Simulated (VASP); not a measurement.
Input of a VASP 6.6.1 run:

File INCAR:

```
SYSTEM = Au
PREC     = Accurate       ! precision mode
ENCUT    = 520            ! plane-wave cutoff, eV
EDIFF    = 1E-7           ! SCF threshold, eV
ISMEAR   = 0              ! smearing method
SIGMA    = 0.1            ! smearing width, eV
LREAL    = .False.        ! projectors in reciprocal space
LASPH    = .True.         ! aspherical terms in the spheres
NELM     = 100            ! most SCF steps
ALGO     = Normal         ! electronic algorithm
ISIF     = 2              ! what is computed and relaxed
LWAVE    = .False.        ! write WAVECAR
LCHARG   = .False.        ! write CHGCAR
GGA      = PE             ! functional
NBANDS   = 24             ! bands
```

KPOINTS

```
regular mesh
0
Gamma
  12 12 12
  0 0 0
```

The input POSCAR:

```
Au
1.0
    3.9819548375      0.0000000000      0.0000000000
    0.0000000000      3.9819548375      0.0000000000
    0.0000000000      0.0000000000      3.9819548375
Au
3
Direct
    0.5000000000      0.0000000000      0.0000000000
    0.0000000000      0.5000000000      0.0000000000
    0.0000000000      0.0000000000      0.5000000000
```

Potentials or basis: VASP PAW PBE potentials, release 64 (Au).

Run with:

```console
$ cat potpaw_PBE.64/Au/POTCAR > POTCAR
$ mpirun -np 1 vasp_std > vasp.out
```

(1) What does it give for the pressure?

Answers

(1) -0.2 GPa.
